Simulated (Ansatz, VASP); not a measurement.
Se in VASP and in Ansatz

```xyz
3
Lattice="4.5048 0.0000 0.0000 -2.2524 3.9013 0.0000 0.0000 0.0000 4.9788" Properties=species:S:1:pos:R:3 pbc="T T T"
Se    0.9859    0.0000    1.6596
Se   -0.4929    0.8538    3.3192
Se    1.7595    3.0475    0.0000
```

Alike in both runs: functional LDA; k mesh 9 × 9 × 6; occupations gaussian, width 0.02 eV; no spin polarisation.

Ansatz relaxed the structure, and its values are those at the end. VASP's run is a single point on that final structure, the one shown.

|  | VASP | Ansatz |
| --- | --- | --- |
| version | VASP 6.6.1 | Ansatz 0.2.0 |
| potentials or method | VASP PAW LDA potentials, release 64 (Se), cutoff 520 eV | scalar-relativistic, plane waves, PAW |
| valence electrons in the cell | 18 | 48 |

|  | VASP | Ansatz | Ansatz less VASP |
| --- | --- | --- | --- |
| gap on the k mesh at the Fermi level (eV) | 1.00 | 1.01 | +0.011 |
| least direct gap on the mesh (eV) | 1.23 | 1.24 | +0.009 |
| pressure (GPa) | -2.3 | -2.5 | -0.20 |
| rms of the force components (eV/Å) | 0.031 | 0.000 | -0.0305 |

Ansatz warns that its potentials were made for another functional, while VASP's fit it. LDA's correlation is that of Perdew and Zunger in VASP and of Perdew and Wang (1992) in Ansatz. VASP's potentials hold 18 valence electrons a cell and Ansatz's 48, so a difference there can come from the potentials and not from the codes. Ansatz's warnings: stress scf threshold loose.
